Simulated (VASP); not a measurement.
Runs of VASP 6.6.1 on Ta. The structure is that of space group Im-3m (No. 229), or close to it. The cells are those of the table. 

```csv
cell,gap on the mesh (eV),pressure (GPa)
"a = 2.766 Å, angles 110.9, 110.9, 106.7°, 1 atom",none,(b)
"a = 2.909 Å, angles 110.8, 110.8, 106.8°, 1 atom",none,-12.1
"a = 2.717 Å, angles 109.5°, 1 atom",none,36.5
"a = 2.908 Å, angles 108.8, 108.8, 110.8°, 1 atom",none,-12.4
"a = 2.765 Å, angles 108.8, 108.8, 110.9°, 1 atom",none,20.6
"a = 2.979 Å, angles 108.8, 108.8, 110.8°, 1 atom",none,-22.4
"a = 3.003 Å, angles 109.5°, 1 atom",none,(c)
"a = 2.741 Å, angles 110.2, 110.2, 108.1°, 1 atom",none,28.3
"a = 2.956 Å, angles 110.1, 110.1, 108.2°, 1 atom",none,-19.5
"a = 2.956 Å, angles 108.2, 108.2, 112.1°, 1 atom",none,-19.2
"a = 2.789 Å, angles 109.5°, 1 atom",none,(a)
"a = 2.932 Å, angles 109.5°, 1 atom",none,-16.2
```

Alike in all rows: task single point; level PBEsol; potentials or basis VASP PAW PBE potentials, release 64 (Ta_pv); no spin polarisation; k mesh 20 × 20 × 20; cutoff (eV) 520; smearing gaussian 0.15 eV.

**Question.** Estimate the missing entries.

**Answer.** (a) 13.6; (b) 21.0; (c) -25.1.

Caveats: the PAW data sets were made with another functional, which shifts forces and pressure a little; spin-orbit coupling is left out, which moves the levels of the heavy elements; the cell stands under tension (at least some runs); the cell stands under pressure (at least some runs).

A k mesh can miss the band edges, and the runs leave out spin-orbit coupling on Ta.

A gap of «none» marks levels without a gap at the run's occupations.
